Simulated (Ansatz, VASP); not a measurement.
**SnS2 in VASP and in Ansatz**

```xyz
3
Lattice="3.7706 0.0000 0.0000 -1.8853 3.2654 0.0000 0.0000 0.0000 6.1406" Properties=species:S:1:pos:R:3 pbc="T T T"
Sn    0.0000    0.0000    0.0000
S     0.0000    2.1769    1.4309
S     1.8853    1.0885    4.7097
```

Change from the starting cell: hydrostatic strain +3.0%.

Alike in both runs: task single point; functional HSE06; k mesh 6 × 6 × 4; no spin polarisation.

|  | VASP | Ansatz |
| --- | --- | --- |
| version | VASP 6.6.1 | Ansatz 0.2.0 |
| potentials or method | VASP PAW PBE potentials, release 64 (Sn_d, S) | plane waves, PAW |
| plane-wave cutoff (eV) | 400 | 420 |
| occupations | gaussian, width 0.01 eV | fixed |
| valence electrons in the cell | 26 | 26 |

VASP gave:

| Property | Result |
| --- | --- |
| gap on the k mesh at the Fermi level (eV) | 2.29 |
| pressure (GPa) | -3.6 |
| traceless stress, the component that is largest in VASP (GPa) | 2.46 |
| rms of the force components (eV/Å) | 0.127 |

Problem. What did Ansatz give for the same quantities?

Solution. gap on the k mesh at the Fermi level (eV): 2.28; pressure (GPa): -3.4; traceless stress, the component that is largest in VASP (GPa): 2.43; rms of the force components (eV/Å): 0.123.

Atom by atom the forces differ by 0.004 eV/Å (rms over components). Ansatz's warnings: stress exchange threshold loose, stress scf threshold loose.
